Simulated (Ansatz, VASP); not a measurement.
**HgRuPt3 in VASP and in Ansatz**

```
CELL_PARAMETERS angstrom
4.74390 0.00000 0.00000
0.00000 4.74390 0.00000
0.00000 0.00000 5.49494
ATOMIC_POSITIONS crystal
Hg 0.50000 0.50000 0.19890
Ru 0.00000 0.00000 0.41167
Pt 0.50000 0.50000 0.71817
Pt 0.00000 0.50000 0.56564
Pt 0.50000 0.00000 0.56564
```

Alike in both runs: functional PBE; k mesh 4 × 4 × 4; occupations gaussian, width 0.1 eV; no spin polarisation.

Ansatz relaxed the structure, and its values are those at the end. VASP's run is a single point on that final structure, the one shown.

|  | VASP | Ansatz |
| --- | --- | --- |
| version | VASP 6.6.1 | Ansatz 0.2.0 |
| potentials or method | VASP PAW PBE potentials, release 64 (Hg, Ru_pv, Pt), cutoff 520 eV | scalar-relativistic, plane waves, PAW |
| valence electrons in the cell | 56 | 90 |

VASP gave:

| Quantity | Value |
| --- | --- |
| gap on the k mesh at the Fermi level (eV) | none |
| pressure (GPa) | 0.1 |
| rms of the force components (eV/Å) | 0.021 |

Question: What did Ansatz give for the same quantities?

Answer: gap on the k mesh at the Fermi level (eV): none; pressure (GPa): 0.2; rms of the force components (eV/Å): 0.009.

A gap of «none» marks a metal or a gap that the smearing closes. VASP's potentials hold 56 valence electrons a cell and Ansatz's 90, so a difference there can come from the potentials and not from the codes.

Neither program's run includes spin-orbit coupling.
